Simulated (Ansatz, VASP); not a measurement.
## Two plane-wave programs on Ag

INCAR

```
ALGO = Normal
EDIFF = 1E-6
ENCUT = 520
GGA = PS
ISIF = 2
ISMEAR = -1
LASPH = T
LCHARG = T
LELF = T
LREAL = F
LVHAR = T
LWAVE = F
NBANDS = 12
NELM = 80
PREC = Accurate
SIGMA = 0.1
```

File KPOINTS:

```
k-points
0
Gamma
  15 15 15
```

POSCAR

```
Ag
1.0
   -1.5910402102      1.5910402102      1.5910402102
    1.5910402102     -1.5910402102      1.5910402102
    1.5910402102      1.5910402102     -1.5910402102
Ag
1
Direct
    0.0000000000      0.0000000000      0.0000000000
```

Input for Ansatz:

```yaml
crystal:
  lattice:
    - [-1.5910402102, 1.5910402102, 1.5910402102]
    - [1.5910402102, -1.5910402102, 1.5910402102]
    - [1.5910402102, 1.5910402102, -1.5910402102]
  atoms:
    - { symbol: Ag, position: [0.0, 0.0, 0.0] }
hamiltonian:
  xc: pbesol
  pseudopotentials:
    kind: paw
    azcp:
      Ag: "pseudopotentials/Ag.paw.azcp"
basis:
  ecutwfc: 420
  fft_grid_basis: typed
kpoints:
  mp_grid: { grid: [15, 15, 15], shift: [0, 0, 0] }
magnetization:
  spin_polarized: false
scf:
  occupations: { method: fermi_dirac, width: 0.1 }
  lower_state_search: "off"
output:
  stress: true
  write_density: true
  write_potential: true
  elf: true
  volumetric_format: npy
```

Alike in both runs: task single point; functional PBEsol; k mesh 15 × 15 × 15; occupations fermi-dirac, width 0.1 eV; no spin polarisation.

```csv
,VASP,Ansatz
version,VASP 6.6.1,Ansatz 0.2.0
potentials or method,"VASP PAW PBE potentials, release 64 (Ag), cutoff 520 eV","plane waves (420 eV) with PAW, scalar-relativistic"
valence electrons in the cell,11,19
```

Ansatz gave:

| Item | Value |
| --- | --- |
| pressure (GPa) | 5.2 |

Task: Which values does VASP return?

Result: Pressure (GPa): 4.9.

VASP's potentials were made for PBE, not for PBEsol, and Ansatz warns of the same on its side. VASP's potentials hold 11 valence electrons a cell and Ansatz's 19, so a difference there can come from the potentials and not from the codes.
